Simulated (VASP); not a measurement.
## Ti: elastic constants with PBEsol

The system is Ti.

```
Ti
1.0
     2.95000    0.00000    0.00000
    -1.47500    2.55477    0.00000
     0.00000    0.00000    4.68000
Ti
2
Direct
  0.66667 0.33333 0.75000
  0.33333 0.66667 0.25000
```

| Property | Result |
| --- | --- |
| Program | VASP 6.6.1 |
| Task | elastic constants |
| Functional | PBEsol |
| Potentials or basis | VASP PAW PBE potentials, release 64 (Ti_sv) |
| Cutoff | 600 eV |
| k mesh | 7 × 7 × 5 |
| Occupations | fermi-dirac, width 0.05 eV |
| Spin | no spin polarisation |
| Dipole correction | no |
| Ions in elastic constants | relaxed |
| Further INCAR settings | ALGO = Fast; EDIFF = 1e-08; IBRION = 6; POTIM = 0.015; NSW = 1; ISIF = 3 |

```
Voigt bulk modulus            : 103 GPa
Highest phonon frequency at Γ : 133 cm⁻¹
```

Phonon frequencies in cm⁻¹ (negative: imaginary):
```tsv
q point	frequencies
(0.000, 0.000, 0.000)	0 0 0 126 126 133
```

Elastic tensor in Voigt notation (GPa, in the Cartesian axes of the cell as first typed):
```
149  82  71   0   0   0
 82 149  71   0   0   0
 71  71 177   0   0   0
  0   0   0  37   0   0
  0   0   0   0  37   0
  0   0   0   0   0  33
```

Clamped-ion elastic tensor (GPa):
```
175  57  71   0   0   0
 57 175  71   0   0   0
 71  71 177   0   0   0
  0   0   0  37   0   0
  0   0   0   0  37   0
  0   0   0   0   0  59
```

It took 17 min on 1 thread of Intel(R) Xeon(R) 6975P-C (Granite Rapids), on a shared host, peak memory 0.23 GiB.

Caveat: the cell is under stress, which shifts elastic constants; the PAW data sets were made with another functional, which shifts forces and pressure a little.
